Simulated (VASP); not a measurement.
Set up this calculation in VASP 6.6.1, as the native input.

| Property | Result |
| --- | --- |
| Task | single point |
| Functional | r2SCAN |
| Potentials or basis | VASP PAW PBE potentials, release 64 (Sr_sv) |
| Cutoff | 520 eV |
| k mesh | 4 × 4 × 4 |
| Occupations | fermi-dirac, width 0.1 eV |
| Spin | no spin polarisation |
| Dipole correction | no |
| Further INCAR settings | ALGO = Normal; EDIFF = 1e-07; NBANDS = 11 |

The system is Sr.

```xyz
1
Lattice="0.0000 3.0521 3.0521 3.0521 0.0000 3.0521 3.0521 3.0521 0.0000" Properties=species:S:1:pos:R:3 pbc="T T T"
Sr    0.0000    0.0000    0.0000
```

One way to write it, as run:

POSCAR

```
Sr
1.0
    0.0000000000      3.0521104090      3.0521104090
    3.0521104090      0.0000000000      3.0521104090
    3.0521104090      3.0521104090      0.0000000000
Sr
1
Direct
    0.0000000000      0.0000000000      0.0000000000
```

INCAR.step1

```
ALGO = Normal
EDIFF = 1E-4
ENCUT = 520
GGA = PE
ISMEAR = -1
LASPH = True
LCHARG = False
LREAL = False
LWAVE = True
NBANDS = 11
NELM = 60
PREC = Accurate
SIGMA = 0.1
```

INCAR.step2

```
ALGO = Normal
EDIFF = 1E-7
ENCUT = 520
ISIF = 2
ISMEAR = -1
ISTART = 1
LASPH = True
LCHARG = True
LELF = True
LMIXTAU = True
LREAL = False
LVHAR = True
LWAVE = False
METAGGA = R2SCAN
NBANDS = 11
NELM = 60
PREC = Accurate
SIGMA = 0.1
```

KPOINTS

```
k-points
0
Gamma
  4 4 4
```

Potentials or basis: VASP PAW PBE potentials, release 64 (Sr_sv).

Launch:

```console
$ cat potpaw_PBE.64/Sr_sv/POTCAR > POTCAR
$ cp INCAR.step1 INCAR
$ mpirun -np 1 vasp_std > vasp.out
$ cp INCAR.step2 INCAR
$ mpirun -np 1 vasp_std > vasp.out
```

It gave:

| Quantity | Value |
| --- | --- |
| Pressure | 0.2 GPa |
| Band gap on the k mesh | zero (band 5 reaches 1.61 eV, above the bottom of band 6 at 1.41 eV) |

Caveat: the k points lie up to 0.45 Å⁻¹ apart; the PAW data sets were made with another functional, which shifts forces and pressure a little.

Run time: 20 s on 1 thread of Intel(R) Xeon(R) Platinum 8375C CPU @ 2.90GHz (Ice Lake) (shared host), peak memory 0.18 GiB.
